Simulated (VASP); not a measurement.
The system is MgO.

```xyz
2
Lattice="-0.0408 2.1022 2.1022 2.1022 -0.0408 2.1022 2.0614 2.0614 0.0000" Properties=species:S:1:pos:R:3 pbc="T T T"
Mg    0.0000    0.0000    0.0000
O     2.0614    2.0614    2.1022
```

This cell differs from its parent crystal: shear xy strain -3.9%.

Base run:

| Quantity | Value |
| --- | --- |
| Program | VASP 6.6.1 |
| Functional | r2SCAN |
| Potentials or basis | VASP PAW PBE potentials, release 64 (Mg, O) |
| Cutoff | 520 eV |
| k mesh | 10 × 10 × 10 |
| Occupations | gaussian, width 0.01 eV |
| Spin | no spin polarisation |

Its results: band gap on the k mesh 5.49 eV, direct; pressure -1.1 GPa.

Task: The run is repeated on the same cell with these changes: potentials or basis from VASP PAW PBE potentials, release 64 (Mg, O) to VASP PAW PBE potentials, release 64 (Mg_sv, O); cutoff from 520 eV to 660 eV; further incar settings from ALGO = Normal; EDIFF = 1e-07; NBANDS = 11 to ALGO = Normal; EDIFF = 1e-06; NBANDS = 15; valence electrons from 8 to 16. What comes out?

Result: Band gap on the k mesh 5.54 eV, direct; pressure -0.1 GPa.

Caveats: the PAW data sets were made with another functional, which shifts forces and pressure a little.

